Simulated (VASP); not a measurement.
# SiC (F-43m) in VASP: further runs

SiC is run at these levels: PBE; tasks: single point.

All numbers are computed with VASP 6.6.1; they aren't measurements. Logs are shortened: lines on timing, memory, paths and dates and some standing lists are left out, and cuts for length are marked.

### 1 The cell of the first run

Symmetry: F-43m, No. 216, cubic system. The conventional cell has a = 4.292 Å, b = 4.292 Å, c = 4.292 Å, α = 90.00°, β = 90.00°, γ = 90.00°. Within 2.5 Å of Si (site symmetry -43m) lie 4 C at 1.86 Å. Within 2.5 Å of C (site symmetry -43m) lie 4 Si at 1.86 Å.

### 2 Single point, PBE (equal strain along all axes, cell held: -2.0 %)

The input, INCAR:

```
SYSTEM = SiC
  PREC = Accurate
  ENCUT = 520
  EDIFF = 1E-6
  ISMEAR = 0
  SIGMA = 0.02
  LREAL = .FALSE.
  LASPH = .TRUE.
  NELM = 100
  ALGO = Normal
  ISIF = 2
  LWAVE = .FALSE.
  LCHARG = .TRUE.
  GGA = PE
  LELF = .TRUE.
  LVHAR = .TRUE.
  NBANDS = 16
```

The input, KPOINTS:

```
regular mesh
0
G
  10 10 6
  0 0 0
```

The input, POSCAR:

```
SiC
1.0
    2.1460657114      2.1460657114      0.0000000000
   -2.1460657114      2.1460657114      0.0000000000
    0.0000000000      0.0000000000      4.2921314229
Si C
2 2
Direct
    0.5000000000      0.0000000000      0.7500000000
    0.0000000000      0.5000000000      0.2500000000
    0.0000000000      0.0000000000      0.0000000000
    0.5000000000      0.5000000000      0.5000000000
```

Potentials or basis: VASP PAW PBE potentials, release 64 (Si, C).

Command:

```
> cat potpaw_PBE.64/Si/POTCAR potpaw_PBE.64/C/POTCAR > POTCAR
> mpirun -np 1 vasp_std > vasp.out
```

OUTCAR:

```text
SYSTEM = SiC
   PREC = Accurate
   ENCUT = 520
   EDIFF = 1E-6
   ISMEAR = 0
   LREAL = .FALSE.
   LASPH = .TRUE.
   NELM = 100
   ISIF = 2
   GGA = PE

 ion  position               nearest neighbor table
   1  0.500  0.000  0.750-   3 1.86   4 1.86   4 1.86   3 1.86   2 3.03   2 3.03   2 3.03   2 3.03
                             2 3.03   2 3.03   2 3.03   2 3.03
   2  0.000  0.500  0.250-   3 1.86   4 1.86   3 1.86   4 1.86   1 3.03   1 3.03   1 3.03   1 3.03
                             1 3.03   1 3.03   1 3.03   1 3.03
   3  0.000  0.000  0.000-   1 1.86   2 1.86   2 1.86   1 1.86
   4  0.500  0.500  0.500-   1 1.86   2 1.86   1 1.86   2 1.86

  LATTYP: Found a simple tetragonal cell.
 ALAT       =     3.0349952348
 C/A-ratio  =     1.4142135624

  Lattice vectors:

 A1 = (   2.1460657114,   2.1460657114,   0.0000000000)
 A2 = (  -2.1460657114,   2.1460657114,   0.0000000000)
 A3 = (   0.0000000000,   0.0000000000,   4.2921314229)

Analysis of symmetry for initial positions (statically):
=====================================================================
 Subroutine PRICEL returns following result:

  LATTYP: Found a face centered cubic cell.
 ALAT       =     4.2921314229

  Lattice vectors:

 A1 = (   0.0000000000,  -2.1460657114,  -2.1460657115)
 A2 = (   2.1460657114,   0.0000000000,  -2.1460657115)
 A3 = (   2.1460657114,  -2.1460657114,  -0.0000000000)

   2 primitive cells build up your supercell.

 Routine SETGRP: Setting up the symmetry group for a
 simple tetragonal supercell.

 Subroutine GETGRP returns: Found  8 space group operations
 (whereof  8 operations were pure point group operations)
 out of a pool of 16 trial point group operations.

The static configuration has the point symmetry D_2d.

Analysis of symmetry for dynamics (positions and initial velocities):
=====================================================================
 Subroutine PRICEL returns following result:

  LATTYP: Found a face centered cubic cell.
 ALAT       =     4.2921314229

  Lattice vectors:

 A1 = (   0.0000000000,  -2.1460657114,  -2.1460657115)
 A2 = (   2.1460657114,   0.0000000000,  -2.1460657115)
 A3 = (   2.1460657114,  -2.1460657114,  -0.0000000000)

   2 primitive cells build up your supercell.

 Routine SETGRP: Setting up the symmetry group for a
 simple tetragonal supercell.

 Subroutine GETGRP returns: Found  8 space group operations
 (whereof  8 operations were pure point group operations)
 out of a pool of 16 trial point group operations.

The dynamic configuration has the point symmetry D_2d.

 Subroutine INISYM returns: Found  8 space group operations
 (whereof  8 operations are pure point group operations),
 and found     2 'primitive' translations

----------------------------------------------------------------------------------------

                                     Primitive cell

  volume of cell :      19.7678

  direct lattice vectors                    reciprocal lattice vectors
     0.000000000 -2.146065711 -2.146065711    -0.232984478 -0.232984478 -0.232984478
     2.146065711  0.000000000 -2.146065711     0.232984478  0.232984478 -0.232984478
     2.146065711 -2.146065711 -0.000000000     0.232984478 -0.232984478  0.232984478

  length of vectors
     3.034995235  3.034995235  3.034995235     0.403540954  0.403540954  0.403540954

  position of ions in fractional coordinates (direct lattice)
     0.750000000  0.750000000  0.750000000
     0.000000000  0.000000000  0.000000000

  ion indices of the primitive-cell ions
   primitive index   ion index
                 1           1
                 2           3

----------------------------------------------------------------------------------------

 KPOINTS: regular mesh

Automatic generation of k-mesh.
 Grid dimensions read from file:
 generate k-points for:   10   10    6

 Generating k-lattice:

  Cartesian coordinates                     Fractional coordinates (reciprocal lattice)
     0.023298448  0.023298448  0.000000000     0.100000000  0.000000000  0.000000000
    -0.023298448  0.023298448  0.000000000     0.000000000  0.100000000  0.000000000
     0.000000000  0.000000000  0.038830746     0.000000000  0.000000000  0.166666667

  Length of vectors
     0.032948981  0.032948981  0.038830746

  Shift w.r.t. Gamma in fractional coordinates (k-lattice)
     0.000000000  0.000000000  0.000000000

 Subroutine IBZKPT returns following result:
 ===========================================

 Found     84 irreducible k-points:

 Following reciprocal coordinates:
            Coordinates               Weight
  0.000000  0.000000  0.000000      1.000000
  0.100000  0.000000  0.000000      4.000000
  0.200000  0.000000  0.000000      4.000000
  0.300000  0.000000  0.000000      4.000000
  0.400000  0.000000  0.000000      4.000000
  0.500000  0.000000  0.000000      2.000000
[... 16 lines left out ...]
  0.100000  0.000000  0.166667      8.000000
  0.200000  0.000000  0.166667      8.000000
 [... further k-points ...]
   k-points           NKPTS =     84   k-points in BZ     NKDIM =     84   number of bands    NBANDS=     16
   number of dos      NEDOS =    301   number of ions     NIONS =      4
   total plane-waves  NPLWV =  18432
   dimension x,y,z NGX =    24 NGY =   24 NGZ =   32
   dimension x,y,z NGXF=    48 NGYF=   48 NGZF=   64
   ions per type =               2   2
   NGX,Y,Z   is equivalent  to a cutoff of  13.15, 13.15, 12.39 a.u.
   NGXF,Y,Z  is equivalent  to a cutoff of  26.29, 26.29, 24.79 a.u.
 SYSTEM =  SiC
   PREC   = accura    normal or accurate (medium, high low for compatibility)
   ISTART =      0    job   : 0-new  1-cont  2-samecut
   ICHARG =      2    charge: 1-file 2-atom 10-const
   ISPIN  =      1    spin polarized calculation?
   LNONCOLLINEAR =      F non collinear calculations
   LSORBIT =      F    spin-orbit coupling
   LASPH  =      T    aspherical Exc in radial PAW
   ENCUT  =  520.0 eV  38.22 Ry    6.18 a.u.   5.64  5.64  7.98*2*pi/ulx,y,z
   NELM   =    100;   NELMIN=  2; NELMDL= -5     # of ELM steps
   EDIFF  = 0.1E-05   stopping-criterion for ELM
   LREAL  =      F    real-space projection
[... 7 lines left out ...]
   TEBEG  =    0.0;   TEEND  =   0.0 temperature during run
   PSTRESS=    0.0 pullay stress
   NELECT =      16.0000    total number of electrons
   NUPDOWN=      -1.0000    fix difference up-down
   EMIN   =  10.00;   EMAX   =-10.00  energy-range for DOS
   EFERMI =   0.00;   METHOD = LEGACY
   ISMEAR =     0;   SIGMA  =   0.02  broadening in eV -4-tet -1-fermi 0-gaus
   EFERMI_NEDOS =   21; number of points for ismear=-14 and -15
   IALGO  =     38    algorithm
   IMIX   =      4    mixing-type and parameters
     AMIX     =   0.40;   BMIX     =  1.00
     AMIX_MAG =   1.60;   BMIX_MAG =  1.00
  volume/ion in A,a.u.               =       9.88        66.70
  Fermi-wavevector in a.u.,A,eV,Ry     =   1.210928  2.288323 19.950871  1.466348
  Thomas-Fermi vector in A             =   2.346460
   LORBIT       =      0    0 simple, 1 ext, 2 COOP (PROOUT), +10 PAW based schemes
   GGA     = PE    functional components
   LHFCALC =     F    Hartree Fock is set to
   AEXX    =    0.0000 exact exchange contribution
   IVDW    =     0    specifies the selected vdW correction
   LEPSILON=     F    determine dielectric tensor
   LRPA    =     F    only Hartree local field effects (RPA)
 non-spin polarized calculation
 Gauss-broadening in eV      SIGMA  =   0.02
  energy-cutoff  :      520.00
  volume of cell :       39.54
 maximum number of plane-waves:      1088
 NGX is ok and might be reduce to    24
   NGX = 11   NGY = 11   NGZ = 15

 number of electron      16.0000002 magnetization

 Free energy of the ion-electron system (eV)
  ---------------------------------------------------
  ext. energy  EPLUGINS =         0.00000000
  ---------------------------------------------------
  free energy    TOTEN  =       -30.01570671 eV

  energy without entropy =      -30.01570671  energy(sigma->0) =      -30.01570671

 E-fermi :   8.7771     XC(G=0): -11.5569

 val. band max:        8.6276634509   @ k =   0.0000   0.0000   0.0000
 cond. band min:       9.9407047000   @ k =   0.5000   0.5000   0.0000
 fundamental gap:      1.3130412491
 Fermi energy:         8.7771211419

 k-point     1 :       0.0000    0.0000    0.0000
  band No.  band energies     occupation
      1      -7.1387      2.00000
      2      -1.9018      2.00000
      3       0.6853      2.00000
      4       5.3547      2.00000
      5       5.3547      2.00000
      6       8.6277      2.00000
[... 8 lines left out ...]
     15      23.2028      0.00000
     16      23.2043      0.00000

 k-point     2 :       0.1000    0.0000    0.0000
  band No.  band energies     occupation
      1      -7.0035      2.00000
      2      -1.8622      2.00000
      3       0.7958      2.00000
      4       4.5893      2.00000
      5       5.4563      2.00000
      6       8.0144      2.00000
[... 8 lines left out ...]
     15      22.2956      0.00000
     16      22.7160      0.00000

 k-point     3 :       0.2000    0.0000    0.0000
  band No.  band energies     occupation
      1      -6.6012      2.00000
      2      -1.8247      2.00000
      3       1.0883      2.00000
      4       3.3059      2.00000
      5       5.7532      2.00000
      6       6.6630      2.00000
[... 8 lines left out ...]
     15      20.9266      0.00000
     16      21.5548      0.00000

 k-point     4 :       0.3000    0.0000    0.0000
  band No.  band energies     occupation
      1      -5.9431      2.00000
      2      -2.0829      2.00000
      3       1.3898      2.00000
      4       2.7148      2.00000
      5       5.1566      2.00000
      6       6.2199      2.00000
[... 8 lines left out ...]
     15      20.1950      0.00000
     16      20.2228      0.00000
[... 324 lines left out ...]
 k-point    22 :       0.0000    0.0000    0.1667
  band No.  band energies     occupation
      1      -6.9510      2.00000
      2      -2.8415      2.00000
      3       1.7599      2.00000
      4       5.5065      2.00000
      5       5.5065      2.00000
      6       8.0967      2.00000
[... 8 lines left out ...]
     15      21.4604      0.00000
     16      22.6135      0.00000

 k-point    23 :       0.1000    0.0000    0.1667
  band No.  band energies     occupation
      1      -6.8167      2.00000
      2      -2.7582      2.00000
      3       1.7648      2.00000
      4       4.8322      2.00000
      5       5.6055      2.00000
      6       7.1762      2.00000
[... 8 lines left out ...]
     15      21.6006      0.00000
     16      21.9904      0.00000

 k-point    24 :       0.2000    0.0000    0.1667
  band No.  band energies     occupation
      1      -6.4175      2.00000
      2      -2.5556      2.00000
      3       1.5645      2.00000
      4       3.9002      2.00000
      5       5.7124      2.00000
      6       5.8938      2.00000
[... 8 lines left out ...]
     15      20.8114      0.00000
     16      20.8775      0.00000

 [... further k-points ...]

------------------------ aborting loop because EDIFF is reached ----------------------------------------

  FORCE on cell =-STRESS in cart. coord.  units (eV):
  Direction    XX          YY          ZZ          XY          YZ          ZX
  --------------------------------------------------------------------------------------
  -------------------------------------------------------------------------------------
  Total        3.5590732      3.5590732      3.5579441      0.0000000      0.0000000      0.0000000
  in kB      144.2309491    144.2309491    144.1851946      0.0000000      0.0000000      0.0000000
  external PRESSURE =     144.2156976 kB  Pullay stress =       0.0000000 kB

 VOLUME and BASIS-vectors are now :
 -----------------------------------------------------------------------------
  energy-cutoff  :      520.00
  volume of cell :       39.54
      direct lattice vectors                 reciprocal lattice vectors
     2.146065711  2.146065711  0.000000000     0.232984478  0.232984478  0.000000000
    -2.146065711  2.146065711  0.000000000    -0.232984478  0.232984478  0.000000000
     0.000000000  0.000000000  4.292131423     0.000000000  0.000000000  0.232984478

 POSITION                                       TOTAL-FORCE (eV/Angst)
 -----------------------------------------------------------------------------------
      1.07303      1.07303      3.21910         0.000000      0.000000      0.000000
     -1.07303      1.07303      1.07303         0.000000      0.000000      0.000000
      0.00000      0.00000      0.00000        -0.000000     -0.000000      0.000000
      0.00000      2.14607      2.14607        -0.000000     -0.000000     -0.000000
 -----------------------------------------------------------------------------------
    total drift:                               -0.000000      0.000000     -0.000000

  FREE ENERGIE OF THE ION-ELECTRON SYSTEM (eV)
  ---------------------------------------------------
  free  energy   TOTEN  =       -30.0157067115 eV

  energy  without entropy=      -30.0157067115  energy(sigma->0) =      -30.01570671
```

Wall time 48 s (1 thread of Intel Xeon 8259CL, shared host); peak memory 0.17 GiB.

Results:

| Quantity | Value |
| --- | --- |
| Free energy | -30.0157 eV |
| Pressure | 14.4 GPa |
| Band gap on the k mesh | 1.31 eV |

Levels at points of the mesh, in eV from the valence-band top:
```csv
k point,band 6,band 7,band 8,band 9,band 10,band 11
"(0.00, 0.00, 0.00)",0.00,0.00,0.00,1.31,4.48,6.77
"(0.50, 0.00, 0.00)",-4.46,-1.20,-1.20,5.68,5.68,9.14
"(0.50, 0.50, 0.00)",-3.27,-3.27,-3.27,1.31,1.31,4.48
"(0.00, 0.00, 0.50)",-1.98,-1.98,-1.98,4.20,4.20,6.55
"(0.50, 0.00, 0.50)",-1.06,-1.06,-1.06,5.85,5.85,7.41
"(0.50, 0.50, 0.50)",-5.20,-4.86,-4.86,5.27,5.27,9.82
```

Caveat: the cell differs from its parent crystal (equal strain along all axes, cell held: -2.0 %); the cell stands under pressure. A k mesh can miss the band edges.

### 3 Single point, PBE (equal strain along all axes, cell held: -1.0 %)

The input, INCAR:

```
SYSTEM = SiC
  PREC = Accurate
  ENCUT = 520
  EDIFF = 1E-7
  ISMEAR = 0
  SIGMA = 0.02
  LREAL = .False.
  LASPH = .True.
  NELM = 80
  ALGO = Normal
  ISIF = 2
  LWAVE = .False.
  LCHARG = .True.
  GGA = PE
  LELF = .True.
  LVHAR = .True.
  NBANDS = 16
```

The input, KPOINTS:

```
Automatic mesh
0
Gamma
  10 10 6
  0 0 0
```

The input, POSCAR:

```
SiC
1.0
    2.1679643412      2.1679643412      0.0000000000
   -2.1679643412      2.1679643412      0.0000000000
    0.0000000000      0.0000000000      4.3359286823
Si C
2 2
Direct
    0.5000000000      0.0000000000      0.7500000000
    0.0000000000      0.5000000000      0.2500000000
    0.0000000000      0.0000000000      0.0000000000
    0.5000000000      0.5000000000      0.5000000000
```

Potentials or basis: VASP PAW PBE potentials, release 64 (Si, C).

Command:

```
> cat potpaw_PBE.64/Si/POTCAR potpaw_PBE.64/C/POTCAR > POTCAR
> mpirun -np 1 vasp_std > vasp.out
```

It took 63 s on 1 thread of Intel Xeon 8259CL, shared host; peak memory 0.17 GiB.

Results (log left out):

```
Free energy            : -30.0961 eV
Pressure               : 6.7 GPa
Band gap on the k mesh : 1.34 eV
```

Levels at points of the mesh, in eV from the valence-band top:
| k point | band 5 | band 6 | band 7 | band 8 | band 9 | band 10 | band 11 | band 12 |
| --- | --- | --- | --- | --- | --- | --- | --- | --- |
| (0.00, 0.00, 0.00) | -3.21 | 0.00 | 0.00 | 0.00 | 1.34 | 4.38 | 6.41 | 7.41 |
| (0.50, 0.00, 0.00) | -4.38 | -4.38 | -1.19 | -1.19 | 5.58 | 5.58 | 8.89 | 8.89 |
| (0.50, 0.50, 0.00) | -3.21 | -3.21 | -3.21 | -3.21 | 1.34 | 1.34 | 4.38 | 4.38 |
| (0.00, 0.00, 0.50) | -1.95 | -1.95 | -1.95 | -1.95 | 4.10 | 4.10 | 6.41 | 6.41 |
| (0.50, 0.00, 0.50) | -1.05 | -1.05 | -1.05 | -1.05 | 5.57 | 5.57 | 7.29 | 7.29 |
| (0.50, 0.50, 0.50) | -5.06 | -5.06 | -4.74 | -4.74 | 5.23 | 5.23 | 9.57 | 9.57 |

Caveat: the cell differs from its parent crystal (equal strain along all axes, cell held: -1.0 %); the cell stands under pressure.
